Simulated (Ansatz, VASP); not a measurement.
# YN: VASP beside Ansatz

The input INCAR:

```
SYSTEM = YN
ALGO = Normal
EDIFF = 1E-8
ENCUT = 520
GGA = PE
GGA_COMPAT = .False.
ISIF = 2
ISMEAR = -1
LASPH = .True.
LCHARG = .False.
LEFG = .True.
LREAL = .False.
LWAVE = .False.
NBANDS = 15
NELM = 120
PREC = Accurate
SIGMA = 0.03
```

Contents of KPOINTS:

```
k-points
0
Gamma
  9 9 9
  0 0 0
```

Contents of POSCAR:

```
YN
1.0
    0.0000000000      2.4055432573      2.4055432573
    2.4055432573      0.0000000000      2.4055432573
    2.4055432573      2.4055432573      0.0000000000
Y N
1 1
Direct
    0.0000000000      0.0000000000      0.0000000000
    0.5000000000      0.5000000000      0.5000000000
```

Input for Ansatz:

```yaml
crystal:
  lattice:
    - [0.0, 2.4055432573, 2.4055432573]
    - [2.4055432573, 0.0, 2.4055432573]
    - [2.4055432573, 2.4055432573, 0.0]
  atoms:
    - { symbol: "Y", position: [0.0, 0.0, 0.0] }
    - { symbol: "N", position: [0.5, 0.5, 0.5] }
kpoints:
  mp_grid: { grid: [9, 9, 9] }
scf:
  occupations: { method: fermi_dirac, width: 0.03 }
hamiltonian:
  xc: pbe
  pseudopotentials: { kind: all_electron, datasets: crystal }
output:
  forces: true
  stress: true
  eigenvalues: true
  efg: { contact_densities: true }
```

Change from the starting cell: volume scaled by 0.96, crystal datasets.

Alike in both runs: task electric field gradients; functional PBE; k mesh 9 × 9 × 9; occupations fermi-dirac, width 0.03 eV; no spin polarisation.

```csv
,VASP,Ansatz
version,VASP 6.6.1,Ansatz 0.2.0
potentials or method,"VASP PAW PBE potentials, release 64 (Y_sv, N), cutoff 520 eV","all-electron PAW with datasets made for the crystal, scalar-relativistic"
```

```csv
,VASP,Ansatz,Ansatz less VASP
pressure (GPa),10.4,10.6,+0.24
```

Ansatz ran all-electron here, and VASP with PAW potentials.
